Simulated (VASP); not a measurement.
Wanted: the native input for a VASP 6.6.1 run.

```
Task                   : single point
Functional             : PBE
Potentials or basis    : VASP PAW PBE potentials, release 64 (Pb_d, S)
Cutoff                 : 520 eV
k mesh                 : 8 × 8 × 8
Occupations            : fermi-dirac, width 0.01 eV
Spin                   : no spin polarisation
Dipole correction      : no
Further INCAR settings : ALGO = Normal; EDIFF = 1e-07; NBANDS = 17
```

The structure of PbS lies in POSCAR:

```
PbS
1.0
    0.0000000000      2.9650000000      2.9057000000
    2.9650000000      0.0000000000      2.9057000000
    2.9650000000      2.9650000000      0.0000000000
Pb S
1 1
Direct
    0.0000000000      0.0000000000      0.0000000000
    0.5000000000      0.5000000000      0.5000000000
```

This cell differs from its parent crystal: zz strain of -2 %.

These files were run (other wordings do the same):

INCAR

```
  PREC = Accurate
  ENCUT = 520
  EDIFF = 1E-7
  ISMEAR = -1
  SIGMA = 0.01
  LREAL = F
  LASPH = T
  NELM = 100
  ALGO = Normal
  ISIF = 2
  LWAVE = F
  LCHARG = T
  GGA = PE
  LELF = T
  LVHAR = T
  NBANDS = 17
```

KPOINTS

```
regular mesh
0
Gamma
  8 8 8
```

Potentials or basis: VASP PAW PBE potentials, release 64 (Pb_d, S).

Launch:

```sh
$ cat potpaw_PBE.64/Pb_d/POTCAR potpaw_PBE.64/S/POTCAR > POTCAR
$ mpirun -np 1 vasp_std > vasp.out
```

Results of the run:

```
Pressure               : 3.6 GPa
Band gap on the k mesh : 0.27 eV, direct
```

Caveat: the cell differs from its parent crystal (zz strain of -2 %); spin-orbit coupling is left out, which moves the levels of the heavy elements.

It took 42 s on 1 thread of AMD EPYC 7R43 64-Core Processor (Zen 3), with other jobs on the host, peak memory 0.16 GiB.
